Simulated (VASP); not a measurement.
# MnO in VASP: notebook

MnO is run at these levels: revPBE+U, PBE+U; tasks: single point.

Program: VASP 6.6.1. These are calculated values, not measurements. Logs are shortened: lines on timing, memory, paths and dates and some standing lists are left out, and cuts for length are marked.

### Step 1. The cell of the first run

The structure is trigonal, space group R-3m (No. 166). Conventional cell: a = 3.210 Å, b = 3.210 Å, c = 7.709 Å, α = 90.00°, β = 90.00°, γ = 120.00°. Within 3.0 Å of Mn (site symmetry -3m) lie 6 O at 2.25 Å. Within 3.0 Å of O (site symmetry -3m) lie 6 Mn at 2.25 Å.

### Step 2. Single point, revPBE+U, collinear spin, antiferromagnetic start

The input, INCAR:

```
SYSTEM = MnO
  PREC = Accurate
  ENCUT = 700
  EDIFF = 1E-6
  ISMEAR = 0
  SIGMA = 0.05
  LREAL = .FALSE.
  LASPH = .TRUE.
  NELM = 200
  ALGO = Normal
  ISIF = 2
  LWAVE = .FALSE.
  LCHARG = .FALSE.
  ISPIN = 2
  MAGMOM = 5 -5 0 0
  LORBIT = 11
  LMAXMIX = 4
  LDAU = .TRUE.
  LDAUTYPE = 2
  LDAUL = 2 -1
  LDAUU = 3.9 0
  LDAUJ = 0 0
  LDAUPRINT = 1
  GGA = RE
  NBANDS = 33
  GGA_COMPAT = .FALSE.
```

The input, KPOINTS:

```
regular mesh
0
G
  12 12 6
  0 0 0
```

The input, POSCAR:

```
MnO
1.0
    0.0000000000      2.2695972285      2.2695972285
    2.2695972285      0.0000000000      2.2695972285
    4.4801717668      4.4801717668      0.0590226902
Mn O
2 2
Direct
    0.0000000000      0.0000000000      0.0000000000
    0.0000000000      0.0000000000      0.5000000000
    0.5000000006      0.5000000006      0.2499999991
    0.4999999994      0.4999999994      0.7500000009
```

Potentials or basis: VASP PAW PBE potentials, release 64 (Mn_sv, O).

Command:

```bash
> cat potpaw_PBE.64/Mn_sv/POTCAR potpaw_PBE.64/O/POTCAR > POTCAR
> mpirun -np 1 vasp_std > vasp.out
```

OUTCAR:

```text
SYSTEM = MnO
   PREC = Accurate
   ENCUT = 700
   EDIFF = 1E-6
   ISMEAR = 0
   LREAL = .FALSE.
   LASPH = .TRUE.
   NELM = 200
   ISIF = 2
   ISPIN = 2
   LORBIT = 11
   GGA = RE

 ion  position               nearest neighbor table
   1  0.000  0.000  0.000-   3 2.25   3 2.25   4 2.25   4 2.25   3 2.25   4 2.25
   2  0.000  0.000  0.500-   3 2.25   4 2.25   3 2.25   4 2.25   4 2.25   3 2.25
   3  0.500  0.500  0.250-   1 2.25   1 2.25   1 2.25   2 2.25   2 2.25   2 2.25
   4  0.500  0.500  0.750-   1 2.25   1 2.25   1 2.25   2 2.25   2 2.25   2 2.25

  LATTYP: Found a trigonal (rhomboedric) cell.
 ALAT       =     5.4630777625
 COS(alpha) =     0.8274071421

  Lattice vectors:

 A1 = (   4.4801717668,   2.2105745383,  -2.2105745383)
 A2 = (   2.2105745383,   2.2105745383,  -4.4801717668)
 A3 = (   2.2105745383,   4.4801717668,  -2.2105745383)

Analysis of symmetry for initial positions (statically):
=====================================================================
 Subroutine PRICEL returns following result:

  LATTYP: Found a trigonal (rhomboedric) cell.
 ALAT       =     3.1680972917
 COS(alpha) =     0.4867835545
[... 12 lines left out ...]
 Subroutine GETGRP returns: Found 12 space group operations
 (whereof 12 operations were pure point group operations)
 out of a pool of 12 trial point group operations.

The static configuration has the point symmetry D_3d.

Analysis of symmetry for dynamics (positions and initial velocities):
=====================================================================
 Subroutine PRICEL returns following result:

  LATTYP: Found a trigonal (rhomboedric) cell.
 ALAT       =     3.1680972917
 COS(alpha) =     0.4867835545
[... 12 lines left out ...]
 Subroutine GETGRP returns: Found 12 space group operations
 (whereof 12 operations were pure point group operations)
 out of a pool of 12 trial point group operations.

The dynamic configuration has the point symmetry D_3d.

Analysis of structural, dynamic, and magnetic symmetry:
=====================================================================
 Subroutine PRICEL returns following result:

  LATTYP: Found a trigonal (rhomboedric) cell.
 ALAT       =     3.1680972917
 COS(alpha) =     0.4867835545
[... 12 lines left out ...]
 Subroutine GETGRP returns: Found 12 space group operations
 (whereof 12 operations were pure point group operations)
 out of a pool of 12 trial point group operations.

The overall configuration has the point symmetry D_3d.

 Subroutine INISYM returns: Found 12 space group operations
 (whereof 12 operations are pure point group operations),
 and found     2 'primitive' translations

----------------------------------------------------------------------------------------

                                     Primitive cell

  volume of cell :      22.9257

  direct lattice vectors                    reciprocal lattice vectors
     2.240085883 -0.029511345 -2.240085883     0.221764189 -0.218842623 -0.221764189
    -0.029511345  2.240085883 -2.240085883    -0.218842623  0.221764189 -0.221764189
     2.240085883  2.240085883  0.029511345     0.221764189  0.221764189  0.218842623

  length of vectors
     3.168097292  3.168097292  3.168097292     0.382427516  0.382427516  0.382427516

  position of ions in fractional coordinates (direct lattice)
     0.000000000  0.000000000  0.000000000
     0.499999999  0.499999999  0.499999999

  ion indices of the primitive-cell ions
   primitive index   ion index
[... 130 lines left out ...]
spin component  2

  0.0138  0.0001  0.0013  0.0001 -0.0000
  0.0001  0.0138  0.0006 -0.0001 -0.0011
  0.0013  0.0006  0.0547  0.0006  0.0000
  0.0001 -0.0001  0.0006  0.0138  0.0011
 -0.0000 -0.0011  0.0000  0.0011  0.0547

 occupancies and eigenvectors

  o =  0.0136  v =  0.0000  0.0000  0.0000  0.0000  0.0000 -0.5774  0.5774  0.0000  0.5774  0.0000      0.0000  0.0000  0.0000  0.0000  0.0000  0.0000  0.0000  0.0000  0.0000  0.0000
  o =  0.0139  v =  0.0000  0.0000  0.0000  0.0000  0.0000 -0.7334 -0.6762  0.0348 -0.0572 -0.0170      0.0000  0.0000  0.0000  0.0000  0.0000  0.0000  0.0000  0.0000  0.0000  0.0000
  o =  0.0139  v =  0.0000  0.0000  0.0000  0.0000  0.0000 -0.3574  0.4565  0.0170 -0.8139  0.0348      0.0000  0.0000  0.0000  0.0000  0.0000  0.0000  0.0000  0.0000  0.0000  0.0000
  o =  0.0548  v =  0.0000  0.0000  0.0000  0.0000  0.0000  0.0316  0.0158  0.9992  0.0158 -0.0000      0.0000  0.0000  0.0000  0.0000  0.0000  0.0000  0.0000  0.0000  0.0000  0.0000
  o =  0.0548  v =  0.0000  0.0000  0.0000  0.0000  0.0000  0.0000 -0.0274  0.0000  0.0274  0.9992      0.0000  0.0000  0.0000  0.0000  0.0000  0.0000  0.0000  0.0000  0.0000  0.0000
  o =  0.9092  v = -0.5774  0.5774 -0.0000  0.5774  0.0000  0.0000  0.0000  0.0000  0.0000  0.0000      0.0000  0.0000  0.0000  0.0000  0.0000  0.0000  0.0000  0.0000  0.0000  0.0000
  o =  0.9097  v = -0.5621  0.2318 -0.0017 -0.7939 -0.0018  0.0000  0.0000  0.0000  0.0000  0.0000      0.0000  0.0000  0.0000  0.0000  0.0000  0.0000  0.0000  0.0000  0.0000  0.0000
  o =  0.9097  v = -0.5922 -0.7829 -0.0018  0.1907  0.0017  0.0000  0.0000  0.0000  0.0000  0.0000      0.0000  0.0000  0.0000  0.0000  0.0000  0.0000  0.0000  0.0000  0.0000  0.0000
  o =  0.9428  v =  0.0000  0.0018  0.0000 -0.0018  1.0000  0.0000  0.0000  0.0000  0.0000  0.0000      0.0000  0.0000  0.0000  0.0000  0.0000  0.0000  0.0000  0.0000  0.0000  0.0000
  o =  0.9428  v = -0.0021 -0.0010  1.0000 -0.0010 -0.0000  0.0000  0.0000  0.0000  0.0000  0.0000      0.0000  0.0000  0.0000  0.0000  0.0000  0.0000  0.0000  0.0000  0.0000  0.0000

atom =   2  type =  1  l = 2

 onsite density matrix

spin component  1

  0.0138  0.0001  0.0013  0.0001 -0.0000
  0.0001  0.0138  0.0006 -0.0001 -0.0011
  0.0013  0.0006  0.0547  0.0006 -0.0000
  0.0001 -0.0001  0.0006  0.0138  0.0011
 -0.0000 -0.0011 -0.0000  0.0011  0.0547

spin component  2

  0.9095  0.0002 -0.0001  0.0002  0.0000
  0.0002  0.9095 -0.0000 -0.0002  0.0001
 -0.0001 -0.0000  0.9428 -0.0000  0.0000
  0.0002 -0.0002 -0.0000  0.9095 -0.0001
  0.0000  0.0001  0.0000 -0.0001  0.9428

 occupancies and eigenvectors

  o =  0.0136  v = -0.5774  0.5774 -0.0000  0.5774  0.0000  0.0000  0.0000  0.0000  0.0000  0.0000      0.0000  0.0000  0.0000  0.0000  0.0000  0.0000  0.0000  0.0000  0.0000  0.0000
  o =  0.0139  v =  0.0068  0.7100 -0.0003 -0.7031  0.0388  0.0000  0.0000  0.0000  0.0000  0.0000      0.0000  0.0000  0.0000  0.0000  0.0000  0.0000  0.0000  0.0000  0.0000  0.0000
  o =  0.0139  v = -0.8159 -0.4020  0.0388 -0.4138  0.0003  0.0000  0.0000  0.0000  0.0000  0.0000      0.0000  0.0000  0.0000  0.0000  0.0000  0.0000  0.0000  0.0000  0.0000  0.0000
  o =  0.0548  v =  0.0316  0.0154  0.9991  0.0163  0.0169  0.0000  0.0000  0.0000  0.0000  0.0000      0.0000  0.0000  0.0000  0.0000  0.0000  0.0000  0.0000  0.0000  0.0000  0.0000
  o =  0.0548  v = -0.0005 -0.0277 -0.0169  0.0271  0.9991  0.0000  0.0000  0.0000  0.0000  0.0000      0.0000  0.0000  0.0000  0.0000  0.0000  0.0000  0.0000  0.0000  0.0000  0.0000
  o =  0.9092  v =  0.0000  0.0000  0.0000  0.0000  0.0000 -0.5774  0.5774 -0.0000  0.5774 -0.0000      0.0000  0.0000  0.0000  0.0000  0.0000  0.0000  0.0000  0.0000  0.0000  0.0000
  o =  0.9097  v =  0.0000  0.0000  0.0000  0.0000  0.0000  0.8151  0.3659  0.0025  0.4492  0.0001      0.0000  0.0000  0.0000  0.0000  0.0000  0.0000  0.0000  0.0000  0.0000  0.0000
  o =  0.9097  v =  0.0000  0.0000  0.0000  0.0000  0.0000 -0.0481 -0.7299 -0.0001  0.6818  0.0025      0.0000  0.0000  0.0000  0.0000  0.0000  0.0000  0.0000  0.0000  0.0000  0.0000
  o =  0.9428  v =  0.0000  0.0000  0.0000  0.0000  0.0000  0.0000  0.0018  0.0000 -0.0018  1.0000      0.0000  0.0000  0.0000  0.0000  0.0000  0.0000  0.0000  0.0000  0.0000  0.0000
  o =  0.9428  v =  0.0000  0.0000  0.0000  0.0000  0.0000 -0.0021 -0.0010  1.0000 -0.0010 -0.0000      0.0000  0.0000  0.0000  0.0000  0.0000  0.0000  0.0000  0.0000  0.0000  0.0000

 number of electron      42.0000003 magnetization      -0.0000000

 Free energy of the ion-electron system (eV)
  ---------------------------------------------------
  ext. energy  EPLUGINS =         0.00000000
  ---------------------------------------------------
  free energy    TOTEN  =       -29.70477778 eV

  energy without entropy =      -29.70477778  energy(sigma->0) =      -29.70477778

 E-fermi :   7.5592     XC(G=0): -11.4454

 val. band max:        7.2340515789   @ k =   0.0000   0.0000   0.5000
 cond. band min:       8.8865056498   @ k =   0.0000   0.0000   0.0000
 fundamental gap:      1.6524540709
 Fermi energy:         7.5591925282

 spin component 1

 k-point     1 :       0.0000    0.0000    0.0000
  band No.  band energies     occupation
      1     -72.9782      1.00000
      2     -67.9490      1.00000
      3     -41.7200      1.00000
      4     -41.6796      1.00000
      5     -41.6796      1.00000
      6     -36.7466      1.00000
[... 1721 lines left out ...]
     32      19.8204      0.00000
     33      21.8986      0.00000

 [... further k-points ...]
[... 5 lines left out ...]
  --------------------------------------------------------------------------------------
  -------------------------------------------------------------------------------------
  Total        0.2302742      0.2302742      0.2302742     -0.0017828      0.0017828      0.0017828
  in kB        8.0464404      8.0464404      8.0464404     -0.0622959      0.0622959      0.0622959
  external PRESSURE =       8.0464404 kB  Pullay stress =       0.0000000 kB

 VOLUME and BASIS-vectors are now :
 -----------------------------------------------------------------------------
  energy-cutoff  :      700.00
  volume of cell :       45.85
      direct lattice vectors                 reciprocal lattice vectors
     0.000000000  2.269597228  2.269597228    -0.221764189  0.218842623  0.221764189
     2.269597228  0.000000000  2.269597228     0.218842623 -0.221764189  0.221764189
     4.480171767  4.480171767  0.059022690     0.112342878  0.112342878 -0.112342878

 POSITION                                       TOTAL-FORCE (eV/Angst)
 -----------------------------------------------------------------------------------
      0.00000      0.00000      0.00000         0.000000      0.000000      0.000000
      2.24009      2.24009      0.02951        -0.000000     -0.000000      0.000000
      2.25484      2.25484      2.28435         0.000000      0.000000     -0.000000
      4.49493      4.49493      2.31386        -0.000000     -0.000000     -0.000000
 -----------------------------------------------------------------------------------
    total drift:                                0.000000      0.000000      0.000000

  FREE ENERGIE OF THE ION-ELECTRON SYSTEM (eV)
  ---------------------------------------------------
  free  energy   TOTEN  =       -29.7047777768 eV

  energy  without entropy=      -29.7047777768  energy(sigma->0) =      -29.70477778

 total charge

# of ion       s       p       d       tot
------------------------------------------
    1        2.109   6.013   4.742  12.864
    2        2.109   6.013   4.742  12.864
    3        1.554   3.441   0.000   4.996
    4        1.554   3.441   0.000   4.996
--------------------------------------------------
tot          7.326  18.909   9.484  35.719

 magnetization (x)

# of ion       s       p       d       tot
------------------------------------------
    1        0.016   0.012   4.446   4.474
    2       -0.016  -0.012  -4.446  -4.474
    3        0.000   0.000   0.000   0.000
    4        0.000   0.000   0.000   0.000
--------------------------------------------------
tot          0.000   0.000   0.000   0.000
```

Wall time 5.7 min (1 thread of Intel Xeon Platinum 8488C (Sapphire Rapids), shared host); peak memory 0.45 GiB.

Results:

```yaml
Free_energy: -29.7048 eV
Pressure: 0.8 GPa
Band_gap_on_the_k_mesh: 1.65 eV
Net_moment: 0.00 μB per cell
Site_moments: Mn +4.47, -4.47; O +0.00 μB
Valence_electrons_inside_the_program's_atomic_spheres: Mn 12.86; O 5.00
```

Levels at points of the mesh, in eV from the valence-band top:
Spin up:
```csv
k point,band 18,band 19,band 20,band 21,band 22,band 23,band 24,band 25
"(0.00, 0.00, 0.00)",-1.63,-1.52,-0.56,-0.56,1.65,4.75,4.82,4.82
"(0.50, 0.00, 0.00)",-2.25,-1.91,-0.36,-0.28,3.89,5.55,5.58,5.70
"(0.00, 0.00, 0.50)",-2.28,-2.02,0.00,0.00,3.86,4.00,4.76,4.76
"(0.50, 0.00, 0.50)",-2.25,-1.75,-0.54,-0.24,3.68,5.36,5.69,5.75
```
Spin down:
| k point | band 19 | band 20 | band 21 | band 22 | band 23 | band 24 |
| --- | --- | --- | --- | --- | --- | --- |
| (0.00, 0.00, 0.00) | -1.52 | -0.56 | -0.56 | 1.65 | 4.75 | 4.82 |
| (0.50, 0.00, 0.00) | -1.91 | -0.36 | -0.28 | 3.89 | 5.55 | 5.58 |
| (0.00, 0.00, 0.50) | -2.02 | 0.00 | 0.00 | 3.86 | 4.00 | 4.76 |
| (0.50, 0.00, 0.50) | -1.75 | -0.54 | -0.24 | 3.68 | 5.36 | 5.69 |

Eigenvalues of the final occupation matrices:
| site | spin | trace | eigenvalues |
| --- | --- | --- | --- |
| site 1 d | 1 | 4.61 | 0.91 0.91 0.91 0.94 0.94 |
| site 1 d | 2 | 0.15 | 0.01 0.01 0.01 0.05 0.05 |
| site 2 d | 1 | 0.15 | 0.01 0.01 0.01 0.05 0.05 |
| site 2 d | 2 | 4.61 | 0.91 0.91 0.91 0.94 0.94 |

Caveat: the PAW data sets were made with another functional, which shifts forces and pressure a little. A k mesh can miss the band edges.

(Continued in part 2 of 2.)
